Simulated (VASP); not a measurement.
The system is MgS.

```xyz
4
Lattice="4.0346 0.0000 0.0000 -2.0173 3.4941 0.0000 0.0000 0.0000 6.4323" Properties=species:S:1:pos:R:3 pbc="T T T"
Mg    2.0173    1.1647    3.1888
Mg    0.0000    2.3294    6.4050
S     0.0000    2.3294    2.4394
S     2.0173    1.1647    5.6556
```

Base run:

| Quantity | Value |
| --- | --- |
| Program | VASP 6.6.1 |
| Functional | BLYP |
| Potentials or basis | VASP PAW PBE potentials, release 64 (Mg, S) |
| Cutoff | 600 eV |
| k mesh | 5 × 5 × 3 |
| Occupations | fermi-dirac, width 0.1 eV |
| Spin | no spin polarisation |

Its results: band gap on the k mesh 3.56 eV; pressure 2.4 GPa; largest force 0.060 eV/Å.

Task: The run is repeated on the same cell with these changes: functional from BLYP to PBEsol. What comes out?

Result: Band gap on the k mesh 3.27 eV; pressure -0.4 GPa; largest force 0.045 eV/Å.

PBEsol binds more tightly than BLYP, so the same cell stands under less pressure.

Caveats: the PAW data sets were made with another functional, which shifts forces and pressure a little.

